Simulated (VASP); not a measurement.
# W3N4 (P-43m) in VASP: notebook

The runs below take W3N4 through single point, with PBE.

All numbers are computed with VASP 6.6.1; they aren't measurements. Logs are shortened: lines on timing, memory, paths and dates and some standing lists are left out, and cuts for length are marked.

## Step 1: The cell of the first run

The structure is cubic, space group P-43m (No. 215). Conventional cell: a = 4.592 Å, b = 4.592 Å, c = 4.592 Å, α = 90.00°, β = 90.00°, γ = 90.00°. Within 2.6 Å of W (site symmetry -42m) lie 4 N at 1.99 Å. N (site symmetry 3m) has 3 W at 1.99 Å within 2.6 Å.

## Step 2: Single point, PBE

The input, INCAR:

```
SYSTEM = W3N4
PREC = Accurate
ENCUT = 520
EDIFF = 1E-6
ISMEAR = 0
SIGMA = 0.1
LREAL = .False.
LASPH = .True.
NELM = 60
ALGO = Normal
ISIF = 2
LWAVE = .False.
LCHARG = .False.
GGA = PE
NBANDS = 40
```

The input, KPOINTS:

```
Automatic mesh
0
Gamma
  4 4 4
  0 0 0
```

The input, POSCAR:

```
W3N4
1.0
    4.5922440400      0.0000000000      0.0000000000
    0.0000000000      4.5922440400      0.0000000000
    0.0000000000      0.0000000000      4.5922440400
W N
3 4
Direct
    0.0000000000      0.0000000000      0.5000000000
    0.0000000000      0.5000000000      0.0000000000
    0.5000000000      0.0000000000      0.0000000000
    0.2500000000      0.2500000000      0.2500000000
    0.2500000000      0.7500000000      0.7500000000
    0.7500000000      0.2500000000      0.7500000000
    0.7500000000      0.7500000000      0.2500000000
```

Potentials or basis: VASP PAW PBE potentials, release 64 (W_sv, N).

On the command line:

```console
$ cat potpaw_PBE.64/W_sv/POTCAR potpaw_PBE.64/N/POTCAR > POTCAR
$ mpirun -np 1 vasp_std > vasp.out
```

OUTCAR:

```text
SYSTEM = W3N4
   PREC = Accurate
   ENCUT = 520
   EDIFF = 1E-6
   ISMEAR = 0
   LREAL = .False.
   LASPH = .True.
   NELM = 60
   ISIF = 2
   GGA = PE

 ion  position               nearest neighbor table
   1  0.000  0.000  0.500-   4 1.99   5 1.99   6 1.99   7 1.99   2 3.25   3 3.25   2 3.25   3 3.25
                             2 3.25   2 3.25   3 3.25   3 3.25
   2  0.000  0.500  0.000-   4 1.99   5 1.99   6 1.99   7 1.99   1 3.25   3 3.25   1 3.25   1 3.25
                             3 3.25   1 3.25   3 3.25   3 3.25
   3  0.500  0.000  0.000-   4 1.99   5 1.99   6 1.99   7 1.99   1 3.25   2 3.25   1 3.25   2 3.25
                             1 3.25   2 3.25   1 3.25   2 3.25
   4  0.250  0.250  0.250-   1 1.99   2 1.99   3 1.99
   5  0.250  0.750  0.750-   1 1.99   2 1.99   3 1.99
   6  0.750  0.250  0.750-   1 1.99   2 1.99   3 1.99
   7  0.750  0.750  0.250-   1 1.99   2 1.99   3 1.99

  LATTYP: Found a simple cubic cell.
 ALAT       =     4.5922440400

  Lattice vectors:

 A1 = (   4.5922440400,   0.0000000000,   0.0000000000)
 A2 = (   0.0000000000,   4.5922440400,   0.0000000000)
 A3 = (   0.0000000000,   0.0000000000,   4.5922440400)

Analysis of symmetry for initial positions (statically):
=====================================================================
 Subroutine PRICEL returns:
 Original cell was already a primitive cell.

 Routine SETGRP: Setting up the symmetry group for a
 simple cubic supercell.

 Subroutine GETGRP returns: Found 24 space group operations
 (whereof 24 operations were pure point group operations)
 out of a pool of 48 trial point group operations.

The static configuration has the point symmetry T_d .

Analysis of symmetry for dynamics (positions and initial velocities):
=====================================================================
 Subroutine PRICEL returns:
 Original cell was already a primitive cell.

 Routine SETGRP: Setting up the symmetry group for a
 simple cubic supercell.

 Subroutine GETGRP returns: Found 24 space group operations
 (whereof 24 operations were pure point group operations)
 out of a pool of 48 trial point group operations.

The dynamic configuration has the point symmetry T_d .

 Subroutine INISYM returns: Found 24 space group operations
 (whereof 24 operations are pure point group operations),
 and found     1 'primitive' translations

----------------------------------------------------------------------------------------
[... 92 lines left out ...]
   IBRION =     -1    ionic relax: 0-MD 1-quasi-New 2-CG
   NFREE  =      0    steps in history (QN), initial steepest desc. (CG)
   ISIF   =      2    stress and relaxation
   ISYM   =      2    0-nonsym 1-usesym 2-fastsym
   POTIM  = 0.5000    time-step for ionic-motion
   TEBEG  =    0.0;   TEEND  =   0.0 temperature during run
   PSTRESS=    0.0 pullay stress
   NELECT =      62.0000    total number of electrons
   NUPDOWN=      -1.0000    fix difference up-down
   EMIN   =  10.00;   EMAX   =-10.00  energy-range for DOS
   EFERMI =   0.00;   METHOD = LEGACY
   ISMEAR =     0;   SIGMA  =   0.10  broadening in eV -4-tet -1-fermi 0-gaus
   EFERMI_NEDOS =   21; number of points for ismear=-14 and -15
   IALGO  =     38    algorithm
   IMIX   =      4    mixing-type and parameters
     AMIX     =   0.40;   BMIX     =  1.00
     AMIX_MAG =   1.60;   BMIX_MAG =  1.00
  volume/ion in A,a.u.               =      13.83        93.36
  Fermi-wavevector in a.u.,A,eV,Ry     =   1.410957  2.666322 27.086472  1.990800
  Thomas-Fermi vector in A             =   2.532858
   LORBIT       =      0    0 simple, 1 ext, 2 COOP (PROOUT), +10 PAW based schemes
   GGA     = PE    functional components
   LHFCALC =     F    Hartree Fock is set to
   AEXX    =    0.0000 exact exchange contribution
   IVDW    =     0    specifies the selected vdW correction
   LEPSILON=     F    determine dielectric tensor
   LRPA    =     F    only Hartree local field effects (RPA)
 non-spin polarized calculation
 Gauss-broadening in eV      SIGMA  =   0.10
  energy-cutoff  :      520.00
  volume of cell :       96.84
 maximum number of plane-waves:      2624
 NGX is ok and might be reduce to    36
   NGX = 17   NGY = 17   NGZ = 17

 number of electron      62.0000009 magnetization

 Free energy of the ion-electron system (eV)
  ---------------------------------------------------
  ext. energy  EPLUGINS =         0.00000000
  ---------------------------------------------------
  free energy    TOTEN  =       -71.66047797 eV

  energy without entropy =      -71.63476548  energy(sigma->0) =      -71.64762172

 E-fermi :   6.9785     XC(G=0): -11.4007

 val. band max:        6.9192067261   @ k =   0.5000   0.2500   0.0000
 cond. band min:       6.9908264352   @ k =   0.5000   0.5000   0.2500
 fundamental gap:      0.0716197091
 Fermi energy:         6.9784593158

 k-point     1 :       0.0000    0.0000    0.0000
  band No.  band energies     occupation
      1     -68.1528      2.00000
      2     -68.1322      2.00000
      3     -68.1322      2.00000
      4     -32.6376      2.00000
      5     -32.6376      2.00000
      6     -32.6376      2.00000
[... 419 lines left out ...]
     39      11.2671      0.00000
     40      11.2671      0.00000

------------------------ aborting loop because EDIFF is reached ----------------------------------------

  FORCE on cell =-STRESS in cart. coord.  units (eV):
  Direction    XX          YY          ZZ          XY          YZ          ZX
  --------------------------------------------------------------------------------------
  -------------------------------------------------------------------------------------
  Total       -3.6212898     -3.6212898     -3.6212898      0.0000000     -0.0000000      0.0000000
  in kB      -59.9099544    -59.9099544    -59.9099544      0.0000000     -0.0000000      0.0000000
  external PRESSURE =     -59.9099544 kB  Pullay stress =       0.0000000 kB

 VOLUME and BASIS-vectors are now :
 -----------------------------------------------------------------------------
  energy-cutoff  :      520.00
  volume of cell :       96.84
      direct lattice vectors                 reciprocal lattice vectors
     4.592244040  0.000000000  0.000000000     0.217758462  0.000000000  0.000000000
     0.000000000  4.592244040  0.000000000     0.000000000  0.217758462  0.000000000
     0.000000000  0.000000000  4.592244040     0.000000000  0.000000000  0.217758462

 POSITION                                       TOTAL-FORCE (eV/Angst)
 -----------------------------------------------------------------------------------
      0.00000      0.00000      2.29612        -0.000000      0.000000      0.000000
      0.00000      2.29612      0.00000        -0.000000      0.000000      0.000000
      2.29612      0.00000      0.00000        -0.000000      0.000000      0.000000
      1.14806      1.14806      1.14806        -0.188000     -0.188000     -0.188000
      1.14806      3.44418      3.44418        -0.188000      0.188000      0.188000
      3.44418      1.14806      3.44418         0.188000     -0.188000      0.188000
      3.44418      3.44418      1.14806         0.188000      0.188000     -0.188000
 -----------------------------------------------------------------------------------
    total drift:                               -0.000000      0.000000     -0.000000

  FREE ENERGIE OF THE ION-ELECTRON SYSTEM (eV)
  ---------------------------------------------------
  free  energy   TOTEN  =       -71.6604779725 eV

  energy  without entropy=      -71.6347654759  energy(sigma->0) =      -71.64762172
```

Wall time 26 s (1 thread of Intel Xeon Platinum 8488C (Sapphire Rapids), shared host); peak memory 0.2 GiB.

What came out:

```
Free energy            : -71.6605 eV
Pressure               : -6.0 GPa
Band gap on the k mesh : zero (band 31 reaches 7.60 eV, above the bottom of band 32 at 6.50 eV)
```

Levels at points of the mesh, in eV from the Fermi level:
```tsv
k point	band 29	band 30	band 31	band 32	band 33	band 34
(0.00, 0.00, 0.00)	-1.11	-1.11	-1.11	0.39	0.39	0.97
(0.50, 0.00, 0.00)	-1.34	-0.78	-0.78	-0.48	-0.10	0.60
(0.50, 0.50, 0.00)	-0.58	-0.19	-0.19	0.79	0.98	0.98
(0.50, 0.50, 0.50)	0.63	0.63	0.63	0.78	0.78	0.78
```

Caveat: spin-orbit coupling is left out, which moves the levels of the heavy elements.

## Step 3: Single point, PBE, collinear spin, zero start

The input, INCAR:

```
PREC     = Accurate       # precision mode
ENCUT    = 520            # plane-wave cutoff, eV
EDIFF    = 1E-7           # SCF threshold, eV
ISMEAR   = 0              # smearing method
SIGMA    = 0.1            # smearing width, eV
LREAL    = F              # projectors in reciprocal space
LASPH    = T              # aspherical terms in the spheres
NELM     = 150            # most SCF steps
ALGO     = Normal         # electronic algorithm
ISIF     = 2              # what is computed and relaxed
LWAVE    = F              # write WAVECAR
LCHARG   = F              # write CHGCAR
ISPIN    = 2              # spin polarisation
MAGMOM   = 0 0 0 0 0 0 0  # initial moments
LORBIT   = 11             # projections on sites
LMAXMIX  = 4              # l up to which the mixer works
GGA      = PE             # functional
NBANDS   = 44             # bands
```

The input, KPOINTS:

```
Automatic mesh
0
Gamma
  4 4 4
```

POSCAR is that of step 2.

Potentials or basis: VASP PAW PBE potentials, release 64 (W_sv, N).

On the command line:

```console
$ cat potpaw_PBE.64/W_sv/POTCAR potpaw_PBE.64/N/POTCAR > POTCAR
$ mpirun -np 1 vasp_std > vasp.out
```

Wall time 69 s (1 thread of Intel Xeon Platinum 8488C (Sapphire Rapids), shared host); peak memory 0.27 GiB.

The run converged. Its results:

```
Free energy                                           : -71.6605 eV
Pressure                                              : -6.0 GPa
Band gap on the k mesh                                : zero (filled and empty bands overlap)
Net moment                                            : 0.00 μB per cell
Valence electrons inside the program's atomic spheres : W 12.05; N 3.72
```

Levels at points of the mesh, in eV from the Fermi level:
Spin up:
```
           k point  band 29  band 30  band 31  band 32  band 33  band 34
(0.00, 0.00, 0.00)    -1.11    -1.11    -1.11     0.39     0.39     0.97
(0.50, 0.00, 0.00)    -1.34    -0.78    -0.78    -0.48    -0.10     0.60
(0.50, 0.50, 0.00)    -0.58    -0.19    -0.19     0.79     0.98     0.98
(0.50, 0.50, 0.50)     0.63     0.63     0.63     0.78     0.78     0.78
```
Spin down:
| k point | band 28 | band 29 | band 30 | band 31 | band 32 | band 33 | band 34 | band 35 |
| --- | --- | --- | --- | --- | --- | --- | --- | --- |
| (0.00, 0.00, 0.00) | -3.01 | -1.11 | -1.11 | -1.11 | 0.39 | 0.39 | 0.97 | 1.26 |
| (0.50, 0.00, 0.00) | -3.06 | -1.34 | -0.78 | -0.78 | -0.48 | -0.10 | 0.60 | 1.53 |
| (0.50, 0.50, 0.00) | -4.04 | -0.58 | -0.19 | -0.19 | 0.79 | 0.98 | 0.98 | 1.40 |
| (0.50, 0.50, 0.50) | -4.34 | 0.63 | 0.63 | 0.63 | 0.78 | 0.78 | 0.78 | 1.34 |

Caveat: spin-orbit coupling is left out, which moves the levels of the heavy elements.

## Step 4: Single point, PBE

This run uses another cell than the first one, of 13.40 Å³/atom, 0.969 times its volume.

The input, INCAR:

```
ALGO = Normal
EDIFF = 1E-6
ENCUT = 910
GGA = PE
GGA_COMPAT = False
ISIF = 2
ISMEAR = 0
LASPH = True
LCHARG = False
LREAL = False
LWAVE = False
NBANDS = 40
NELM = 120
PREC = Accurate
SIGMA = 0.1
```

The input, KPOINTS:

```
k-points
0
Gamma
  4 4 4
```

The input, POSCAR:

```
W3N4
1.0
    4.5437666486      0.0000000000      0.0000000000
    0.0000000000      4.5437666486      0.0000000000
    0.0000000000      0.0000000000      4.5437666486
W N
3 4
Direct
    0.0000000000      0.0000000000      0.5000000000
    0.0000000000      0.5000000000      0.0000000000
    0.5000000000      0.0000000000      0.0000000000
    0.2506777439      0.2506777439      0.2506777439
    0.2506777439      0.7493222561      0.7493222561
    0.7493222561      0.2506777439      0.7493222561
    0.7493222561      0.7493222561      0.2506777439
```

Potentials or basis: VASP PAW PBE potentials, release 64 (W_sv, N_h).

On the command line:

```console
$ cat potpaw_PBE.64/W_sv/POTCAR potpaw_PBE.64/N_h/POTCAR > POTCAR
$ mpirun -np 1 vasp_std > vasp.out
```

OUTCAR:

```text
EDIFF = 1E-6
   ENCUT = 910
   GGA = PE
   ISIF = 2
   ISMEAR = 0
   LASPH = True
   LREAL = False
   NELM = 120
   PREC = Accurate

 ion  position               nearest neighbor table
   1  0.000  0.000  0.500-   4 1.97   5 1.97   6 1.97   7 1.97   2 3.21   3 3.21   2 3.21   3 3.21
                             2 3.21   2 3.21   3 3.21   3 3.21
   2  0.000  0.500  0.000-   4 1.97   5 1.97   6 1.97   7 1.97   1 3.21   3 3.21   1 3.21   1 3.21
                             3 3.21   1 3.21   3 3.21   3 3.21
[... 629 lines left out ...]
  Total        0.4973292      0.4973292      0.4973292     -0.0000000     -0.0000000     -0.0000000
  in kB        8.4938875      8.4938875      8.4938875     -0.0000000     -0.0000000     -0.0000000
  external PRESSURE =       8.4938875 kB  Pullay stress =       0.0000000 kB

 VOLUME and BASIS-vectors are now :
 -----------------------------------------------------------------------------
  energy-cutoff  :      910.00
  volume of cell :       93.81
      direct lattice vectors                 reciprocal lattice vectors
     4.543766649  0.000000000  0.000000000     0.220081725  0.000000000  0.000000000
     0.000000000  4.543766649  0.000000000     0.000000000  0.220081725  0.000000000
     0.000000000  0.000000000  4.543766649     0.000000000  0.000000000  0.220081725

 POSITION                                       TOTAL-FORCE (eV/Angst)
 -----------------------------------------------------------------------------------
      0.00000      0.00000      2.27188        -0.000000     -0.000000     -0.000000
      0.00000      2.27188      0.00000        -0.000000     -0.000000     -0.000000
      2.27188      0.00000      0.00000        -0.000000      0.000000     -0.000000
      1.13902      1.13902      1.13902         0.046888      0.046888      0.046888
      1.13902      3.40475      3.40475         0.046888     -0.046888     -0.046888
      3.40475      1.13902      3.40475        -0.046888      0.046888     -0.046888
      3.40475      3.40475      1.13902        -0.046888     -0.046888      0.046888
 -----------------------------------------------------------------------------------
    total drift:                               -0.000000     -0.000000     -0.000000

  FREE ENERGIE OF THE ION-ELECTRON SYSTEM (eV)
  ---------------------------------------------------
  free  energy   TOTEN  =       -71.7562769764 eV

  energy  without entropy=      -71.7327061625  energy(sigma->0) =      -71.74449157
```

OSZICAR:

```text
N       E                     dE             d eps       ncg     rms          rms(c)
DAV:   1     0.942364997901E+03    0.94236E+03   -0.47361E+04   808   0.251E+03
DAV:   2     0.195739171196E+02   -0.92279E+03   -0.88994E+03   864   0.656E+02
DAV:   3    -0.804472460889E+02   -0.10002E+03   -0.96442E+02  1016   0.177E+02
DAV:   4    -0.842728033683E+02   -0.38256E+01   -0.37473E+01   944   0.323E+01
DAV:   5    -0.843758086365E+02   -0.10301E+00   -0.10293E+00   984   0.523E+00    0.573E+01
DAV:   6    -0.727659660370E+02    0.11610E+02   -0.79131E+01  1056   0.443E+01    0.169E+01
DAV:   7    -0.719217133909E+02    0.84425E+00   -0.89969E+00  1016   0.151E+01    0.145E+01
DAV:   8    -0.717563569748E+02    0.16536E+00   -0.89521E-01  1024   0.610E+00    0.104E+00
DAV:   9    -0.717563144361E+02    0.42539E-04   -0.42853E-02   976   0.131E+00    0.265E-01
DAV:  10    -0.717563055342E+02    0.89020E-05   -0.51753E-03   976   0.538E-01    0.161E-01
DAV:  11    -0.717562749600E+02    0.30574E-04   -0.93883E-04   984   0.219E-01    0.738E-02
DAV:  12    -0.717562751767E+02   -0.21669E-06   -0.83870E-05  1016   0.625E-02    0.598E-03
DAV:  13    -0.717562769833E+02   -0.18066E-05   -0.66110E-06   976   0.162E-02    0.304E-03
DAV:  14    -0.717562769764E+02    0.69449E-08   -0.78036E-07   600   0.575E-03
   1 F= -.71756277E+02 E0= -.71744492E+02  d E =-.235708E-01
```

Wall time 95 s (1 thread of AMD EPYC 9R45 (Zen 5), shared host); peak memory 0.32 GiB.

What came out:

```
Free energy            : -71.7563 eV
Pressure               : 0.8 GPa
Largest force          : 0.081 eV/Å
Band gap on the k mesh : zero (band 31 reaches 8.33 eV, above the bottom of band 32 at 7.10 eV)
```

Forces in eV/Å, atoms in the order of the input:
```
W    0.000  0.000  0.000
W    0.000  0.000  0.000
W    0.000  0.000  0.000
N    0.047  0.047  0.047
N    0.047 -0.047 -0.047
N   -0.047  0.047 -0.047
N   -0.047 -0.047  0.047
```

Levels at points of the mesh, in eV from the Fermi level:
| k point | band 28 | band 29 | band 30 | band 31 | band 32 | band 33 | band 34 | band 35 |
| --- | --- | --- | --- | --- | --- | --- | --- | --- |
| (0.00, 0.00, 0.00) | -3.12 | -1.14 | -1.14 | -1.14 | 0.42 | 0.42 | 1.01 | 1.37 |
| (0.50, 0.00, 0.00) | -3.14 | -1.41 | -0.82 | -0.82 | -0.54 | -0.08 | 0.65 | 1.64 |
| (0.50, 0.50, 0.00) | -4.15 | -0.61 | -0.19 | -0.19 | 0.80 | 1.04 | 1.04 | 1.48 |
| (0.50, 0.50, 0.50) | -4.47 | 0.69 | 0.69 | 0.69 | 0.83 | 0.83 | 0.83 | 1.37 |

Caveat: the cutoff is under 1.25 times the usual one of these potentials, so pressure, stress and relaxed cells hold a basis-set (Pulay) error; spin-orbit coupling is left out, which moves the levels of the heavy elements.

## Step 5: Overview

| potentials or basis | spin | cell | cutoff (eV) | second run | gap on the mesh (eV) | pressure (GPa) |
| --- | --- | --- | --- | --- | --- | --- |
| VASP PAW PBE potentials, release 64 (W_sv, N) | off | a = 4.592 Å, 7 atoms | 520 | - | none | -6.0 |
| VASP PAW PBE potentials, release 64 (W_sv, N) | collinear, zero start | a = 4.592 Å, 7 atoms | 520 | - | none | -6.0 |
| VASP PAW PBE potentials, release 64 (W_sv, N_h) | off | a = 4.544 Å, 7 atoms | 910 | hard_potentials | none | 0.8 |

Alike in all rows: task single point; level PBE; k mesh 4 × 4 × 4; smearing gaussian 0.1 eV.

Caveats: spin-orbit coupling is left out, which moves the levels of the heavy elements; the cutoff is under 1.25 times the usual one of these potentials, so pressure, stress and relaxed cells hold a basis-set (Pulay) error (some runs).

Absolute energies hang on the potentials; compare differences alone.
